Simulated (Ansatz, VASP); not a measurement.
## Sc2Ru: VASP beside Ansatz

```
Sc Ru
1.0
     0.00000    3.82460    3.82460
     3.82460    0.00000    3.82460
     3.82460    3.82460    0.00000
Sc Ru
4 2
Direct
  0.12500 0.12500 0.12500
  0.62500 0.12500 0.12500
  0.12500 0.12500 0.62500
  0.12500 0.62500 0.12500
  0.50000 0.50000 0.50000
  0.75000 0.75000 0.75000
```

Alike in both runs: task relaxation of cell and atoms; functional PBE; k mesh 8 × 8 × 8; occupations gaussian, width 0.1 eV; no spin polarisation.

|  | VASP | Ansatz |
| --- | --- | --- |
| version | VASP 6.6.1 | Ansatz 0.2.0 |
| potentials or method | VASP PAW PBE potentials, release 64 (Sc_sv, Ru_pv), cutoff 600 eV | scalar-relativistic, plane waves, PAW |
| valence electrons in the cell | 72 | 76 |

Ansatz gave:

```
gap on the k mesh at the Fermi level, each at its own relaxed structure (eV) : none
relaxed volume (Å³/atom)                                                     : 18.69
relaxed length of the cell vector where the two differ most in proportion (Å)              : 5.413
```

Question: Which values does VASP return?

Answer: gap on the k mesh at the Fermi level, each at its own relaxed structure (eV): none; relaxed volume (Å³/atom): 18.74; relaxed length of the cell vector where the two differ most in proportion (Å): 5.418.

A gap of «none» marks a metal or a gap that the smearing closes. VASP's potentials hold 72 valence electrons a cell and Ansatz's 76, so a difference there can come from the potentials and not from the codes.
